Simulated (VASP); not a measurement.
# HfSiO4 in VASP: further runs, part 2 of 2

VASP 6.6.1. Earlier steps stand in the parts before.

### Step 4. Single point, PBEsol

This run uses another cell than the first one: it holds 12 atoms, not 6.

The input, INCAR:

```
SYSTEM = HfSiO4
PREC = Accurate
ENCUT = 520
EDIFF = 1E-7
ISMEAR = -1
SIGMA = 0.05
LREAL = .False.
LASPH = .True.
NELM = 80
ALGO = Normal
ISIF = 2
LWAVE = .False.
LCHARG = .False.
GGA = PS
NBANDS = 50
```

The input, KPOINTS:

```
Automatic mesh
0
Gamma
  6 6 2
  0 0 0
```

The input, POSCAR:

```
HfSiO4
1.0
    5.3663004952     -1.4812798958      0.0332866368
    5.3704264950      1.4962927037      0.0355274942
   -4.8784447051     -0.0008805620      9.0402877882
Hf Si O
2 2 8
Direct
    0.4754231034      0.4565767666      0.2342725271
    0.5449012975      0.5249584259      0.7663647507
    0.0101658423     -0.0092476492      0.0003157058
    0.0101724702     -0.0092357390      0.5003201212
    0.6014722161      0.5799591482      0.1237686765
    0.0869293129      0.0658626243      0.3811360825
    0.4027716100      0.3850852552      0.3893731971
    0.8935622683      0.8761910901      0.0791501917
    0.6175466153      0.5964653185      0.6112673885
    0.1267525090      0.1053414989      0.9214866076
    0.4188362676      0.4015725308      0.8768644860
    0.9333929111      0.9156822926      0.6195020698
```

Potentials or basis: VASP PAW PBE potentials, release 64 (Hf_pv, Si, O).

Run with:

```console
> cat potpaw_PBE.64/Hf_pv/POTCAR potpaw_PBE.64/Si/POTCAR potpaw_PBE.64/O/POTCAR > POTCAR
> mpirun -np 1 vasp_std > vasp.out
```

OUTCAR:

```text
SYSTEM = HfSiO4
   PREC = Accurate
   ENCUT = 520
   EDIFF = 1E-7
   ISMEAR = -1
   LREAL = .False.
   LASPH = .True.
   NELM = 80
   ISIF = 2
   GGA = PS

 ion  position               nearest neighbor table
   1  0.475  0.457  0.234-   8 2.05   8 2.05   6 2.05   6 2.05   7 2.07   5 2.12   4 2.98   4 2.98
                             3 2.99   3 2.99
   2  0.545  0.525  0.766-  10 2.05  10 2.05  12 2.05  12 2.05   9 2.07  11 2.12   4 2.98   4 2.98
                             3 2.99   3 2.99
   3  0.010  0.991  0.000-   8 1.77  10 1.77  11 1.90   5 1.90   5 1.90  11 1.90   2 2.99   1 2.99
                             1 2.99   2 2.99
   4  0.010  0.991  0.500-   6 1.76  12 1.76   9 1.90   7 1.90   7 1.90   9 1.90   1 2.98   2 2.98
                             2 2.98   1 2.98
   5  0.601  0.580  0.124-   3 1.90   3 1.90   1 2.12
   6  0.087  0.066  0.381-   4 1.76   1 2.05   1 2.05
   7  0.403  0.385  0.389-   4 1.90   4 1.90   1 2.07
   8  0.894  0.876  0.079-   3 1.77   1 2.05   1 2.05
   9  0.618  0.596  0.611-   4 1.90   4 1.90   2 2.07
  10  0.127  0.105  0.921-   3 1.77   2 2.05   2 2.05
  11  0.419  0.402  0.877-   3 1.90   3 1.90   2 2.12
  12  0.933  0.916  0.620-   4 1.76   2 2.05   2 2.05

  LATTYP: Found a triclinic cell.
 ALAT       =     2.9775763014
 B/A-ratio  =     2.3485703392
 C/A-ratio  =     3.0920338938
 COS(alpha) =     0.0569446193
 COS(beta)  =     0.1601706716
 COS(gamma) =     0.6408272940

  Lattice vectors:

 A1 = (   0.0041259998,   2.9775725995,   0.0022408574)
 A2 = (   5.3745524948,   4.4738653032,   0.0377683516)
 A3 = (  -0.4878557901,   1.4821604578,  -9.0735744250)

Analysis of symmetry for initial positions (statically):
=====================================================================
 Subroutine PRICEL returns:
 Original cell was already a primitive cell.

 Routine SETGRP: Setting up the symmetry group for a
 triclinic supercell.

 Subroutine GETGRP returns: Found  1 space group operations
 (whereof  1 operations were pure point group operations)
 out of a pool of  2 trial point group operations.
[... 166 lines left out ...]
 non-spin polarized calculation
  energy-cutoff  :      520.00
  volume of cell :      145.01
 maximum number of plane-waves:      3934
 NGX is ok and might be reduce to    42

 number of electron      76.0000001 magnetization

 Free energy of the ion-electron system (eV)
  ---------------------------------------------------
  ext. energy  EPLUGINS =         0.00000000
  ---------------------------------------------------
  free energy    TOTEN  =      -107.47649284 eV

  energy without entropy =     -107.47649284  energy(sigma->0) =     -107.47649284

 E-fermi :   3.4498     XC(G=0): -10.4279

 val. band max:        2.2378245922   @ k =  -0.1667   0.1667   0.0000
 cond. band min:       5.2125892922   @ k =   0.0000   0.0000   0.0000
 fundamental gap:      2.9747647000
 Fermi energy:         3.4498497148

 k-point     1 :       0.0000    0.0000    0.0000
  band No.  band energies     occupation
      1     -27.3681      2.00000
      2     -27.3491      2.00000
      3     -27.2325      2.00000
      4     -27.2283      2.00000
      5     -26.8737      2.00000
      6     -26.8736      2.00000
[... 1261 lines left out ...]
     49      11.9922      0.00000
     50      12.1952      0.00000

 [... further k-points ...]

------------------------ aborting loop because EDIFF is reached ----------------------------------------

  FORCE on cell =-STRESS in cart. coord.  units (eV):
  Direction    XX          YY          ZZ          XY          YZ          ZX
  --------------------------------------------------------------------------------------
  -------------------------------------------------------------------------------------
  Total       -0.6803127     -0.9258351     -1.2767823     -0.0121414     -0.0050995      0.0912073
  in kB       -7.5168215    -10.2296144    -14.1072540     -0.1341512     -0.0563444      1.0077552
  external PRESSURE =     -10.6178966 kB  Pullay stress =       0.0000000 kB

 VOLUME and BASIS-vectors are now :
 -----------------------------------------------------------------------------
  energy-cutoff  :      520.00
  volume of cell :      145.01
      direct lattice vectors                 reciprocal lattice vectors
     5.366300495 -1.481279896  0.033286637     0.093285655 -0.336011162  0.050307362
     5.370426495  1.496292704  0.035527494     0.092349273  0.335678539  0.049867484
    -4.878444705 -0.000880562  9.040287788    -0.000706405 -0.000081981  0.110234740

 POSITION                                       TOTAL-FORCE (eV/Angst)
 -----------------------------------------------------------------------------------
      3.86039     -0.02127      2.14994         0.094065     -0.000113      0.023989
      2.00469     -0.02233      6.96495        -0.094169      0.000151     -0.023898
      5.37378      1.46740      0.03839         0.000107      0.000135      0.000107
      2.93463      1.46696      4.55858        -0.000132      0.000110     -0.000156
      5.73851     -0.02327      1.15953        -0.108526      0.000585      0.071635
     -1.03915     -0.03055      3.45081        -0.038285      0.000206     -0.220451
      2.32993     -0.02076      3.54713         0.082910     -0.000017     -0.107208
      9.11451     -0.01265      0.77641        -0.039391     -0.000388      0.218346
      3.53518     -0.02281      5.56778        -0.082742     -0.000163      0.107388
     -3.24950     -0.03095      8.33847         0.038939      0.000324     -0.218468
      0.12648     -0.02032      7.95532         0.109082     -0.000600     -0.071726
      6.90426     -0.01303      5.66408         0.038142     -0.000229      0.220441
 -----------------------------------------------------------------------------------
    total drift:                                0.000031      0.000258      0.000112

  FREE ENERGIE OF THE ION-ELECTRON SYSTEM (eV)
  ---------------------------------------------------
  free  energy   TOTEN  =      -107.4764928363 eV

  energy  without entropy=     -107.4764928363  energy(sigma->0) =     -107.47649284
```

OSZICAR:

```text
N       E                     dE             d eps       ncg     rms          rms(c)
DAV:   1     0.482029595050E+03    0.48203E+03   -0.42001E+04  4008   0.146E+03
DAV:   2    -0.869622652356E+02   -0.56899E+03   -0.54907E+03  4852   0.365E+02
DAV:   3    -0.121031662238E+03   -0.34069E+02   -0.33826E+02  4848   0.860E+01
DAV:   4    -0.121570647355E+03   -0.53899E+00   -0.53800E+00  5008   0.117E+01
DAV:   5    -0.121579823985E+03   -0.91766E-02   -0.91725E-02  4920   0.144E+00    0.927E+01
DAV:   6    -0.107762886569E+03    0.13817E+02   -0.61058E+01  4450   0.343E+01    0.743E+01
DAV:   7    -0.107490420794E+03    0.27247E+00   -0.36999E+00  4856   0.991E+00    0.306E+01
DAV:   8    -0.107495035983E+03   -0.46152E-02   -0.21236E-01  5112   0.243E+00    0.411E+00
DAV:   9    -0.107475994338E+03    0.19042E-01   -0.75687E-02  4696   0.160E+00    0.304E+00
DAV:  10    -0.107476419326E+03   -0.42499E-03   -0.91225E-03  5040   0.481E-01    0.658E-01
DAV:  11    -0.107476273769E+03    0.14556E-03   -0.16252E-03  4728   0.250E-01    0.106E+00
DAV:  12    -0.107476496857E+03   -0.22309E-03   -0.86416E-04  4574   0.149E-01    0.968E-02
DAV:  13    -0.107476488036E+03    0.88210E-05   -0.66141E-05  4800   0.465E-02    0.187E-02
DAV:  14    -0.107476491577E+03   -0.35407E-05   -0.79111E-06  4758   0.132E-02    0.288E-02
DAV:  15    -0.107476492643E+03   -0.10657E-05   -0.35947E-06  5008   0.111E-02    0.949E-03
DAV:  16    -0.107476492845E+03   -0.20194E-06   -0.99883E-07  4872   0.517E-03    0.767E-03
DAV:  17    -0.107476492836E+03    0.82828E-08   -0.54934E-08  2960   0.127E-03
   1 F= -.10747649E+03 E0= -.10747649E+03  d E =-.971049E-11
```

Run time: 9 min. Hardware: 1 thread of Intel Xeon Platinum 8375C at 2.90GHz (Ice Lake), shared host; peak memory 0.51 GiB.

Results:

```yaml
Free_energy: -107.4765 eV
Pressure: -1.1 GPa
Largest_force: 0.224 eV/Å
Band_gap_on_the_k_mesh: 2.97 eV (least direct gap 3.04 eV)
```

Forces in eV/Å, atoms in the order of the input:
```
Hf   0.094  0.000  0.024
Hf  -0.094  0.000 -0.024
Si   0.000  0.000  0.000
Si   0.000  0.000  0.000
O   -0.109  0.001  0.072
O   -0.038  0.000 -0.220
O    0.083  0.000 -0.107
O   -0.039  0.000  0.218
O   -0.083  0.000  0.107
O    0.039  0.000 -0.218
O    0.109 -0.001 -0.072
O    0.038  0.000  0.220
```

Stress tensor (GPa, compression positive):
```
-0.75 -0.01  0.10
-0.01 -1.02 -0.01
 0.10 -0.01 -1.41
```

Caveat: the PAW data sets were made with another functional, which shifts forces and pressure a little; spin-orbit coupling is left out, which moves the levels of the heavy elements. A k mesh can miss the band edges.

### Step 5. Summary

| level | cell | k mesh | smearing | gap on the mesh (eV) | pressure (GPa) | largest force (eV/Å) |
| --- | --- | --- | --- | --- | --- | --- |
| PBEsol | a = 5.621, b = 5.621, c = 5.173 Å, angles 117.8, 117.8, 30.7°, 6 atoms, atomic positions A | 8 × 8 × 6 | fermi-dirac 0.03 eV | 2.96 | -1.1 | 0.22 |
| r2SCAN+rVV10 | a = 5.292, b = 5.292, c = 5.177 Å, angles 119.2, 119.2, 32.7°, 6 atoms, atomic positions B | 8 × 8 × 6 | fermi-dirac 0.03 eV | 3.38 | -1.3 | 0.25 |
| PBEsol | a = 5.567, b = 5.575, c = 10.273 Å, angles 116.9, 116.9, 31.0°, 12 atoms, atomic positions C | 6 × 6 × 2 | fermi-dirac 0.05 eV | 2.97 | -1.1 | 0.22 |

Alike in all rows: task single point; potentials or basis VASP PAW PBE potentials, release 64 (Hf_pv, Si, O); no spin polarisation; cutoff (eV) 520.

Caveats: the PAW data sets were made with another functional, which shifts forces and pressure a little; spin-orbit coupling is left out, which moves the levels of the heavy elements.

Absolute energies hang on the potentials; compare differences alone.
